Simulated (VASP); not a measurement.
A run of VASP 6.6.1 is set up as follows.

INCAR

```
ALGO = Normal
EDIFF = 1E-6
ENCUT = 520
GGA = PE
ISIF = 2
ISMEAR = -1
LASPH = True
LCHARG = False
LREAL = Auto
LWAVE = False
NBANDS = 78
NELM = 60
PREC = Accurate
SIGMA = 0.2241
```

Contents of KPOINTS:

```
k-points
0
Gamma
  1 1 1
```

POSCAR

```
KI
1.0
    0.0000000000      0.0000000000     -7.8355460000
    0.0000000000     -7.8355460000      0.0000000000
   -7.8355460000      0.0000000000      0.0000000000
K I
8 8
Direct
    0.4728968473      0.4616553843      0.5225212129
    0.0122712572      0.5422118637      0.5119045948
    0.3913553695     -0.0211363701      0.5608055903
    0.0181909467     -0.0142404882      0.3900051126
    0.5336349247      0.3636475365     -0.0098914613
   -0.0763636637      0.3505240094      0.0211943112
    0.4682740679     -0.0591700948      0.0402347201
   -0.0010495759     -0.0876052543      0.0529009721
    0.1936879702      0.3109151551      0.2232476205
    0.7081889380      0.2167330777      0.2962356420
    0.2824681267      0.7282750940      0.2996934738
    0.7232596171      0.7109847865      0.2713489271
    0.1535798526      0.1933752925      0.7324067780
    0.6742980004      0.1650589506      0.7245059885
    0.3242973751      0.7147429164      0.7929243221
    0.8609204770      0.6856785730      0.8344531447
```

Potentials or basis: VASP PAW PBE potentials, release 64 (K_sv, I).

Run with:

```sh
$ cat potpaw_PBE.64/K_sv/POTCAR potpaw_PBE.64/I/POTCAR > POTCAR
$ mpirun -np 1 vasp_gam > vasp.out
```

Task: What does it give for the largest force?

Result: 2.656 eV/Å.

Task: Predict the pressure.

Result: 16.0 GPa.

Forces in eV/Å, atoms in the order of the input:
```
K   -0.038  0.211 -0.301
K   -0.059  0.679  0.335
K    1.557 -0.524 -1.343
K   -1.782 -0.398  0.868
K   -0.478 -1.791  1.381
K    2.002 -0.700  1.428
K   -0.392 -1.135 -0.940
K   -0.046 -1.515 -0.969
I   -1.001  0.719 -2.352
I   -0.493  0.770  0.331
I    0.582 -0.111  0.406
I   -0.320  0.244 -0.125
I   -0.511 -0.598  0.752
I   -0.173  1.097 -1.125
I   -0.448  1.909  0.153
I    1.601  1.144  1.502
```

Caveat: the k points lie up to 0.80 Å⁻¹ apart; forces of over 1 eV/Å act on the atoms, so gaps and moduli don't describe the material at rest.
